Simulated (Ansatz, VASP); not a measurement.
## One calculation of Cs3SI, two programs

Contents of INCAR:

```
  PREC = Accurate
  ENCUT = 520
  EDIFF = 1E-6
  ISMEAR = 0
  SIGMA = 0.02
  LREAL = False
  LASPH = True
  NELM = 60
  ALGO = Normal
  ISIF = 2
  LWAVE = False
  LCHARG = True
  GGA = PE
  LELF = True
  LVHAR = True
  NBANDS = 28
```

Contents of KPOINTS:

```
regular mesh
0
Gamma
  4 4 4
```

The input POSCAR:

```
Cs3SI
1.0
    6.9033665452      0.0000000000      0.0000000000
    0.0000000000      6.9033665452      0.0000000000
    0.0000000000      0.0000000000      6.9033665452
Cs S I
3 1 1
Direct
    0.5000000000      0.0000000000      0.0000000000
    0.0000000000      0.5000000000      0.0000000000
    0.0000000000      0.0000000000      0.5000000000
    0.0000000000      0.0000000000      0.0000000000
    0.5000000000      0.5000000000      0.5000000000
```

Input for Ansatz:

```yaml
crystal:
  lattice:
    - [6.9033665452, 0.0, 0.0]
    - [0.0, 6.9033665452, 0.0]
    - [0.0, 0.0, 6.9033665452]
  atoms:
    - { symbol: Cs, position: [0.5, 0.0, 0.0] }
    - { symbol: Cs, position: [0.0, 0.5, 0.0] }
    - { symbol: Cs, position: [0.0, 0.0, 0.5] }
    - { symbol: S, position: [0.0, 0.0, 0.0] }
    - { symbol: I, position: [0.5, 0.5, 0.5] }
basis:
  ecutwfc: 420
kpoints:
  mp_grid: { grid: [4, 4, 4] }
hamiltonian:
  xc: pbe
scf:
  occupations: { method: gaussian, width: 0.02 }
output:
  forces: true
  stress: true
  eigenvalues: true
```

Alike in both runs: task single point; functional PBE; k mesh 4 × 4 × 4; occupations gaussian, width 0.02 eV; no spin polarisation.

```csv
,VASP,Ansatz
version,VASP 6.6.1,Ansatz 0.2.0
potentials or method,"VASP PAW PBE potentials, release 64 (Cs_sv, S, I), cutoff 520 eV","scalar-relativistic, plane waves, PAW"
valence electrons in the cell,40,50
```

Ansatz gave:

| Quantity | Value |
| --- | --- |
| gap on the k mesh at the Fermi level (eV) | 1.10 |
| least direct gap on the mesh (eV) | 1.10 |
| pressure (GPa) | -0.7 |

Task: Estimate VASP's values.

Result: gap on the k mesh at the Fermi level (eV): 1.07; least direct gap on the mesh (eV): 1.07; pressure (GPa): -0.7.

The functional is the same, so the differences come from potentials, cutoffs and numerics. VASP's potentials hold 40 valence electrons a cell and Ansatz's 50, so a difference there can come from the potentials and not from the codes.

Neither program's run includes spin-orbit coupling.
